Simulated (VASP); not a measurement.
# BN (P6_3mc) in VASP: notebook

Runs on BN. Level: PBE. Tasks: single point, relaxation of cell and atoms.

Program: VASP 6.6.1. These are calculated values, not measurements. Logs are shortened: lines on timing, memory, paths and dates and some standing lists are left out, and cuts for length are marked.

### 1 The cell of the first run

The structure is hexagonal, space group P6_3mc (No. 186). The conventional cell has a = 2.555 Å, b = 2.555 Å, c = 4.225 Å, α = 90.00°, β = 90.00°, γ = 120.00°. B (site symmetry 3m) has 4 N at 1.57 to 1.58 Å within 2.1 Å. N (site symmetry 3m) has 4 B at 1.57 to 1.58 Å within 2.1 Å.

### 2 Single point, PBE

Input file INCAR:

```
SYSTEM = BN
  PREC = Accurate
  ENCUT = 600
  EDIFF = 1E-6
  ISMEAR = 0
  SIGMA = 0.01
  LREAL = .False.
  LASPH = .True.
  NELM = 120
  ALGO = Normal
  ISIF = 2
  LWAVE = .False.
  LCHARG = .True.
  GGA = PE
  LELF = .True.
  LVHAR = .True.
  NBANDS = 16
  GGA_COMPAT = .False.
```

Input file KPOINTS:

```
Automatic mesh
0
Gamma
  12 12 6
  0 0 0
```

Input file POSCAR:

```
BN
1.0
    2.5545414021      0.0000000000      0.0000000000
   -1.2772707011      2.2122977492      0.0000000000
    0.0000000000      0.0000000000      4.2245536550
B N
2 2
Direct
    0.6666666667      0.3333333333      0.9998056378
    0.3333333333      0.6666666667      0.4998056378
    0.6666666667      0.3333333333      0.6251943622
    0.3333333333      0.6666666667      0.1251943622
```

Potentials or basis: VASP PAW PBE potentials, release 64 (B, N).

Run with:

```sh
> cat potpaw_PBE.64/B/POTCAR potpaw_PBE.64/N/POTCAR > POTCAR
> mpirun -np 1 vasp_std > vasp.out
```

OUTCAR:

```text
SYSTEM = BN
   PREC = Accurate
   ENCUT = 600
   EDIFF = 1E-6
   ISMEAR = 0
   LREAL = .False.
   LASPH = .True.
   NELM = 120
   ISIF = 2
   GGA = PE

 ion  position               nearest neighbor table
   1  0.667  0.333  1.000-   4 1.57   4 1.57   4 1.57   3 1.58
   2  0.333  0.667  0.500-   3 1.57   3 1.57   3 1.57   4 1.58
   3  0.667  0.333  0.625-   2 1.57   2 1.57   2 1.57   1 1.58
   4  0.333  0.667  0.125-   1 1.57   1 1.57   1 1.57   2 1.58

  LATTYP: Found a hexagonal cell.
 ALAT       =     2.5545414021
 C/A-ratio  =     1.6537424884

  Lattice vectors:

 A1 = (   2.5545414021,   0.0000000000,   0.0000000000)
 A2 = (  -1.2772707011,   2.2122977492,   0.0000000000)
 A3 = (   0.0000000000,   0.0000000000,   4.2245536550)

Analysis of symmetry for initial positions (statically):
=====================================================================
 Subroutine PRICEL returns:
 Original cell was already a primitive cell.

 Routine SETGRP: Setting up the symmetry group for a
 hexagonal supercell.

 Subroutine GETGRP returns: Found 12 space group operations
 (whereof  6 operations were pure point group operations)
 out of a pool of 24 trial point group operations.

The static configuration has the point symmetry C_3v.
 The point group associated with its full space group is C_6v.

Analysis of symmetry for dynamics (positions and initial velocities):
=====================================================================
 Subroutine PRICEL returns:
 Original cell was already a primitive cell.

 Routine SETGRP: Setting up the symmetry group for a
 hexagonal supercell.

 Subroutine GETGRP returns: Found 12 space group operations
 (whereof  6 operations were pure point group operations)
 out of a pool of 24 trial point group operations.

The dynamic configuration has the point symmetry C_3v.
 The point group associated with its full space group is C_6v.

 Subroutine INISYM returns: Found 12 space group operations
 (whereof  6 operations are pure point group operations),
 and found     1 'primitive' translations

----------------------------------------------------------------------------------------

                                     Primitive cell

  volume of cell :      23.8747

  direct lattice vectors                    reciprocal lattice vectors
     2.554541402  0.000000000  0.000000000     0.391459696  0.226009361  0.000000000
    -1.277270701  2.212297749  0.000000000     0.000000000  0.452018721  0.000000000
[... 91 lines left out ...]
   EDIFFG = 0.1E-04   stopping-criterion for IOM
   NSW    =      0    number of steps for IOM
   IBRION =     -1    ionic relax: 0-MD 1-quasi-New 2-CG
   NFREE  =      0    steps in history (QN), initial steepest desc. (CG)
   ISIF   =      2    stress and relaxation
   ISYM   =      2    0-nonsym 1-usesym 2-fastsym
   POTIM  = 0.5000    time-step for ionic-motion
   TEBEG  =    0.0;   TEEND  =   0.0 temperature during run
   PSTRESS=    0.0 pullay stress
   NELECT =      16.0000    total number of electrons
   NUPDOWN=      -1.0000    fix difference up-down
   EMIN   =  10.00;   EMAX   =-10.00  energy-range for DOS
   EFERMI =   0.00;   METHOD = LEGACY
   ISMEAR =     0;   SIGMA  =   0.01  broadening in eV -4-tet -1-fermi 0-gaus
   EFERMI_NEDOS =   21; number of points for ismear=-14 and -15
   IALGO  =     38    algorithm
   IMIX   =      4    mixing-type and parameters
     AMIX     =   0.40;   BMIX     =  1.00
     AMIX_MAG =   1.60;   BMIX_MAG =  1.00
  volume/ion in A,a.u.               =       5.97        40.28
  Fermi-wavevector in a.u.,A,eV,Ry     =   1.432635  2.707289 27.925202  2.052444
  Thomas-Fermi vector in A             =   2.552241
   LORBIT       =      0    0 simple, 1 ext, 2 COOP (PROOUT), +10 PAW based schemes
   GGA     = PE    functional components
   LHFCALC =     F    Hartree Fock is set to
   AEXX    =    0.0000 exact exchange contribution
   IVDW    =     0    specifies the selected vdW correction
   LEPSILON=     F    determine dielectric tensor
   LRPA    =     F    only Hartree local field effects (RPA)
 non-spin polarized calculation
 Gauss-broadening in eV      SIGMA  =   0.01
  energy-cutoff  :      600.00
  volume of cell :       23.87
 maximum number of plane-waves:       807
   NGX = 11   NGY = 11   NGZ = 17

 number of electron      16.0000003 magnetization

 Free energy of the ion-electron system (eV)
  ---------------------------------------------------
  ext. energy  EPLUGINS =         0.00000000
  ---------------------------------------------------
  free energy    TOTEN  =       -34.83991285 eV

  energy without entropy =      -34.83991285  energy(sigma->0) =      -34.83991285

 E-fermi :   7.5250     XC(G=0): -12.7615

 val. band max:        7.4285703519   @ k =   0.0000   0.0000   0.0000
 cond. band min:      12.6385501463   @ k =   0.3333   0.3333   0.0000
 fundamental gap:      5.2099797944
 Fermi energy:         7.5249578895

 k-point     1 :       0.0000    0.0000    0.0000
  band No.  band energies     occupation
      1     -12.8574      2.00000
      2      -8.7505      2.00000
      3      -3.3909      2.00000
      4       5.3256      2.00000
      5       5.3256      2.00000
      6       7.1665      2.00000
[... 433 lines left out ...]
      3      -1.3134      2.00000
      4       0.1258      2.00000
      5       1.4966      2.00000
      6       3.1776      2.00000
[... 8 lines left out ...]
     15      23.3245      0.00000
     16      23.5743      0.00000

 [... further k-points ...]

------------------------ aborting loop because EDIFF is reached ----------------------------------------

  FORCE on cell =-STRESS in cart. coord.  units (eV):
  Direction    XX          YY          ZZ          XY          YZ          ZX
  --------------------------------------------------------------------------------------
  -------------------------------------------------------------------------------------
  Total       -0.0050730     -0.0050730     -0.0095342      0.0000000      0.0000000      0.0000000
  in kB       -0.3404386     -0.3404386     -0.6398171      0.0000000      0.0000000      0.0000000
  external PRESSURE =      -0.4402314 kB  Pullay stress =       0.0000000 kB

 VOLUME and BASIS-vectors are now :
 -----------------------------------------------------------------------------
  energy-cutoff  :      600.00
  volume of cell :       23.87
      direct lattice vectors                 reciprocal lattice vectors
     2.554541402  0.000000000  0.000000000     0.391459696  0.226009361  0.000000000
    -1.277270701  2.212297749  0.000000000     0.000000000  0.452018721  0.000000000
     0.000000000  0.000000000  4.224553655     0.000000000  0.000000000  0.236711398

 POSITION                                       TOTAL-FORCE (eV/Angst)
 -----------------------------------------------------------------------------------
      1.27727      0.73743      4.22373        -0.000000     -0.000000     -0.001007
     -0.00000      1.47487      2.11146        -0.000000     -0.000000     -0.001007
      1.27727      0.73743      2.64117        -0.000000      0.000000      0.001007
     -0.00000      1.47487      0.52889         0.000000     -0.000000      0.001007
 -----------------------------------------------------------------------------------
    total drift:                                0.000000      0.000000      0.000222

  FREE ENERGIE OF THE ION-ELECTRON SYSTEM (eV)
  ---------------------------------------------------
  free  energy   TOTEN  =       -34.8399128484 eV

  energy  without entropy=      -34.8399128484  energy(sigma->0) =      -34.83991285
```

Run time: 46 s. Hardware: 1 thread of Intel Xeon 8259CL, shared host; peak memory 0.16 GiB.

What came out:

- Free energy: -34.8399 eV
- Pressure: 0.0 GPa
- Band gap on the k mesh: 5.21 eV, indirect (least direct gap 8.24 eV)

Levels at points of the mesh, in eV from the valence-band top:
```
           k point  band 6  band 7  band 8  band 9  band 10  band 11
(0.00, 0.00, 0.00)   -0.26    0.00    0.00    8.33     8.33     8.55
(0.50, 0.00, 0.00)   -4.93   -4.36   -2.09    6.68     7.94    10.56
(0.00, 0.00, 0.50)   -1.16   -1.16   -1.16    9.40     9.40     9.87
(0.50, 0.00, 0.50)   -3.73   -3.53   -3.53    6.56     6.56     9.97
```

### 3 Relaxation of cell and atoms, PBE

Input file INCAR:

```
SYSTEM = BN
  PREC = Accurate
  ENCUT = 600
  EDIFF = 1E-7
  ISMEAR = 0
  SIGMA = 0.01
  LREAL = .False.
  LASPH = .True.
  NELM = 120
  ALGO = Normal
  ISIF = 3
  LWAVE = .False.
  LCHARG = .False.
  GGA = PE
  IBRION = 2
  NSW = 80
  EDIFFG = -0.001
  GGA_COMPAT = .False.
  NELMIN = 4
```

Input file KPOINTS:

```
regular mesh
0
Gamma
  12 12 6
  0 0 0
```

Input file POSCAR:

```
BN
1.0
    2.5545800969      0.0000000000      0.0000000000
   -1.2772900485      2.2123312599      0.0000000000
    0.0000000000      0.0000000000      4.2245145346
B N
2 2
Direct
    0.6666666667      0.3333333333      0.9998058547
    0.3333333333      0.6666666667      0.4998058547
    0.6666666667      0.3333333333      0.6251941453
    0.3333333333      0.6666666667      0.1251941453
```

Potentials or basis: VASP PAW PBE potentials, release 64 (B, N).

Run with:

```sh
> cat potpaw_PBE.64/B/POTCAR potpaw_PBE.64/N/POTCAR > POTCAR
> mpirun -np 1 vasp_std > vasp.out
```

Run time: 61 s. Hardware: 1 thread of Intel Xeon 8259CL, shared host; peak memory 0.15 GiB.

The run converged. Its results:

```yaml
Free_energy: -34.8399 eV
Relaxed_volume: 5.97 Å³/atom
Relaxed_cell: a = 2.554 Å, b = 2.554 Å, c = 4.224 Å, α = 90.00°, β = 90.00°, γ = 120.00°
Space_group_after_relaxing_to_0.05_Å: P6_3mc (No. 186)
Energy_gained_by_relaxing: 0.0 meV/atom
Ionic_steps: 3
Pressure_after_relaxing: 0.0 GPa
Band_gap_on_the_k_mesh: 5.21 eV, indirect (least direct gap 8.24 eV)
```

Final structure:
```
B N
1.0
     2.55445    0.00000    0.00000
    -1.27723    2.21222    0.00000
     0.00000    0.00000    4.22427
B N
2 2
Direct
  0.66667 0.33333 0.99980
  0.33333 0.66667 0.49980
  0.66667 0.33333 0.62520
  0.33333 0.66667 0.12520
```

Levels at points of the mesh, in eV from the valence-band top:
```
           k point  band 6  band 7  band 8  band 9  band 10  band 11
(0.00, 0.00, 0.00)   -0.26    0.00    0.00    8.33     8.33     8.55
(0.50, 0.00, 0.00)   -4.94   -4.36   -2.09    6.68     7.94    10.56
(0.00, 0.00, 0.50)   -1.17   -1.17   -1.17    9.40     9.40     9.87
(0.50, 0.00, 0.50)   -3.73   -3.54   -3.54    6.56     6.56     9.97
```

A k mesh can miss the band edges.

### 4 Relaxation of cell and atoms, PBE, target pressure 5 GPa, at which the enthalpy is minimised

Input file INCAR:

```
SYSTEM = BN
ALGO     = Normal         ! electronic algorithm
EDIFF    = 1E-7           ! SCF threshold, eV
EDIFFG   = -0.001         ! ionic threshold
ENCUT    = 600            ! plane-wave cutoff, eV
GGA      = PE             ! functional
GGA_COMPAT= .FALSE.      
IBRION   = 2              ! ionic algorithm
ISIF     = 3              ! what is computed and relaxed
ISMEAR   = 0              ! smearing method
LASPH    = .TRUE.         ! aspherical terms in the spheres
LCHARG   = .FALSE.        ! write CHGCAR
LREAL    = .FALSE.        ! projectors in reciprocal space
LWAVE    = .FALSE.        ! write WAVECAR
NELM     = 120            ! most SCF steps
NELMIN   = 4            
NSW      = 80             ! ionic steps
PREC     = Accurate       ! precision mode
PSTRESS  = 50.0         
SIGMA    = 0.01           ! smearing width, eV
```

Input file KPOINTS:

```
k-points
0
G
  12 12 6
  0 0 0
```

Input file POSCAR:

```
BN
1.0
    2.5545414021      0.0000000000      0.0000000000
   -1.2772707011      2.2122977492      0.0000000000
    0.0000000000      0.0000000000      4.2245536550
B N
2 2
Direct
    0.6666666667      0.3333333333      0.9998056378
    0.3333333333      0.6666666667      0.4998056378
    0.6666666667      0.3333333333      0.6251943622
    0.3333333333      0.6666666667      0.1251943622
```

Run with:

```sh
> cat potpaw_PBE.64/B/POTCAR potpaw_PBE.64/N/POTCAR > POTCAR
> mpirun -np 1 vasp_std > vasp.out
```

It took 1.8 min on 1 thread of Intel Xeon 8259CL, shared host; peak memory 0.15 GiB.

Results (log left out):

* Free energy: -34.8351 eV
* Relaxed volume: 5.89 Å³/atom
* Relaxed cell: a = 2.543 Å, b = 2.543 Å, c = 4.206 Å, α = 90.00°, β = 90.00°, γ = 120.00°
* Space group after relaxing (to 0.05 Å): P6_3mc (No. 186)
* Energy change on relaxing (the enthalpy is what falls): +1.2 meV/atom
* Ionic steps: 6
* Pressure after relaxing: 5.0 GPa
* Band gap on the k mesh: 5.18 eV, indirect (least direct gap 8.30 eV)

The path:
```csv
step,energy change (eV),largest force (eV/Å),pressure (GPa),volume (Å³)
1,0.0000,0.0010,-0.05,23.87
2,0.0209,0.0196,10.69,23.23
3,0.0048,0.0099,4.99,23.56
4,0.0050,0.0101,5.10,23.56
5,0.0046,0.0109,4.91,23.57
6,0.0048,0.0003,5.00,23.56
```

Final structure:
```xyz
4
Lattice="2.5433 0.0000 0.0000 -1.2716 2.2025 0.0000 0.0000 0.0000 4.2060" Properties=species:S:1:pos:R:3 pbc="T T T"
B     1.2716    0.7342    4.2050
B     0.0000    1.4684    2.1020
N     1.2716    0.7342    2.6298
N     0.0000    1.4684    0.5268
```

Levels at points of the mesh, in eV from the valence-band top:
```tsv
k point	band 6	band 7	band 8	band 9	band 10	band 11
(0.00, 0.00, 0.00)	-0.27	0.00	0.00	8.38	8.38	8.63
(0.50, 0.00, 0.00)	-5.00	-4.43	-2.12	6.72	7.98	10.62
(0.00, 0.00, 0.50)	-1.18	-1.18	-1.18	9.52	9.52	9.94
(0.50, 0.00, 0.50)	-3.78	-3.58	-3.58	6.61	6.61	10.06
```

Caveat: the cell is relaxed towards a set pressure, so the enthalpy falls and the energy may rise.

### 5 Single point, PBE (strained)

Input file INCAR:

```
PREC = Accurate ; ENCUT = 520
EDIFF = 1E-6 ; ISMEAR = 0
SIGMA = 0.02 ; LREAL = F
LASPH = T ; NELM = 100
ALGO = Normal ; ISIF = 2
LWAVE = F ; LCHARG = F
GGA = PE ; NBANDS = 16
```

Input file KPOINTS:

```
regular mesh
0
Gamma
  12 12 6
```

Input file POSCAR:

```
BN
1.0
    2.6301746988      0.0000000000      0.0000000000
   -1.3150873495      2.2777981056      0.0000000000
    0.0000000000      0.0000000000      4.6066379217
B N
2 2
Direct
    0.6666666700      0.3333333300      0.9642366223
    0.3333333300      0.6666666700      0.4642366223
    0.6666666700      0.3333333300      0.6607633777
    0.3333333300      0.6666666700      0.1607633777
```

Run with:

```sh
> cat potpaw_PBE.64/B/POTCAR potpaw_PBE.64/N/POTCAR > POTCAR
> mpirun -np 1 vasp_std > vasp.out
```

Wall time 51 s (1 thread of Intel Xeon 8259CL, shared host); peak memory 0.15 GiB.

The run converged. Its results:

* Free energy: -31.9015 eV
* Pressure: -24.4 GPa
* Largest force: 7.184 eV/Å
* Band gap on the k mesh: 0.76 eV, indirect (least direct gap 4.35 eV)

Forces on the atoms (eV/Å):
```
B    0.000  0.000  7.184
B    0.000  0.000  7.184
N    0.000  0.000 -7.184
N    0.000  0.000 -7.184
```

Stress tensor (GPa, compression positive):
```
 -7.86   0.00   0.00
  0.00  -7.86   0.00
  0.00   0.00 -57.53
```

Levels at points of the mesh, in eV from the valence-band top:
| k point | band 5 | band 6 | band 7 | band 8 | band 9 | band 10 | band 11 | band 12 |
| --- | --- | --- | --- | --- | --- | --- | --- | --- |
| (0.00, 0.00, 0.00) | -2.15 | -2.15 | 0.00 | 0.00 | 5.87 | 6.26 | 6.26 | 7.99 |
| (0.50, 0.00, 0.00) | -7.47 | -6.64 | -4.53 | -1.23 | 3.14 | 5.27 | 5.39 | 7.94 |
| (0.00, 0.00, 0.50) | -1.24 | -1.24 | -1.24 | -1.24 | 7.43 | 7.43 | 8.17 | 8.17 |
| (0.50, 0.00, 0.50) | -5.69 | -5.69 | -3.28 | -3.28 | 3.45 | 3.45 | 8.70 | 8.70 |

Caveat: the cell differs from its parent crystal (strained); forces of over 1 eV/Å act on the atoms, so gaps and moduli don't describe the material at rest.

### 6 The runs side by side

```csv
task,cell,cutoff (eV),smearing,gap on the mesh (eV),pressure (GPa)
single point,"a = 2.555, b = 2.555, c = 4.225 Å, angles 90.0, 90.0, 120.0°, 4 atoms",600,gaussian 0.01 eV,5.21,0.0
relaxation of cell and atoms,"relaxed from a = 2.555, b = 2.555, c = 4.225 Å, angles 90.0, 90.0, 120.0°, 4 atoms",600,gaussian 0.01 eV,5.21,0.0
relaxation of cell and atoms,"relaxed to 5 GPa from a = 2.555, b = 2.555, c = 4.225 Å, angles 90.0, 90.0, 120.0°, 4 atoms",600,gaussian 0.01 eV,5.18,5.0
single point,"a = 2.630, b = 2.630, c = 4.607 Å, angles 90.0, 90.0, 120.0°, 4 atoms",520,gaussian 0.02 eV,0.76,-24.4
```

Alike in all rows: level PBE; potentials or basis VASP PAW PBE potentials, release 64 (B, N); no spin polarisation; k mesh 12 × 12 × 6.

Caveats: the cell is relaxed towards a set pressure, so the enthalpy falls and the energy may rise (some runs); forces of over 1 eV/Å act on the atoms, so gaps and moduli don't describe the material at rest (some runs).

Total energies depend on the potentials used, so only differences within one code and one set of settings carry meaning.
